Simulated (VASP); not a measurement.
A run of VASP 6.6.1 is set up as follows.

File POSCAR:

```
GaN
1.0
    0.0000000000      2.1408255771      2.1971630923
    2.1408255771      0.0000000000      2.1971630923
    2.1408255771      2.1408255771      0.0000000000
Ga N
1 1
Direct
    0.0000000000      0.0000000000      0.0000000000
    0.7500000000      0.7500000000      0.7500000000
```

The input INCAR.step1:

```
ALGO     = Normal         # electronic algorithm
EDIFF    = 1E-4           # SCF threshold, eV
ENCUT    = 520            # plane-wave cutoff, eV
GGA      = PE             # functional
ISMEAR   = 0              # smearing method
LASPH    = True           # aspherical terms in the spheres
LCHARG   = False          # write CHGCAR
LREAL    = False          # projectors in reciprocal space
LWAVE    = True           # write WAVECAR
NBANDS   = 16             # bands
NELM     = 60             # most SCF steps
PREC     = Accurate       # precision mode
SIGMA    = 0.05           # smearing width, eV
```

INCAR.step2

```
ALGO     = Normal         # electronic algorithm
EDIFF    = 1E-6           # SCF threshold, eV
ENCUT    = 520            # plane-wave cutoff, eV
ISIF     = 2              # what is computed and relaxed
ISMEAR   = 0              # smearing method
ISTART   = 1            
LASPH    = True           # aspherical terms in the spheres
LCHARG   = False          # write CHGCAR
LMIXTAU  = True         
LREAL    = False          # projectors in reciprocal space
LWAVE    = False          # write WAVECAR
METAGGA  = R2SCAN         # meta-GGA
NBANDS   = 16             # bands
NELM     = 60             # most SCF steps
PREC     = Accurate       # precision mode
SIGMA    = 0.05           # smearing width, eV
```

The input KPOINTS:

```
k-points
0
Gamma
  10 10 10
```

Potentials or basis: VASP PAW PBE potentials, release 64 (Ga_d, N).

The run is started by

```sh
$ cat potpaw_PBE.64/Ga_d/POTCAR potpaw_PBE.64/N/POTCAR > POTCAR
$ cp INCAR.step1 INCAR
$ mpirun -np 1 vasp_std > vasp.out
$ cp INCAR.step2 INCAR
$ mpirun -np 1 vasp_std > vasp.out
```

**Question.** What does it give for the band gap on the k mesh?

**Answer.** 2.92 eV, direct.

**Question.** Estimate the pressure.

**Answer.** 32.8 GPa.

Stress tensor (GPa, compression positive):
```
33.78  0.00  0.00
 0.00 33.78  0.00
 0.00  0.00 30.75
```

Caveat: the cell differs from its parent crystal (strain -0.050 along x and y, -0.025 along z); the PAW data sets were made with another functional, which shifts forces and pressure a little.
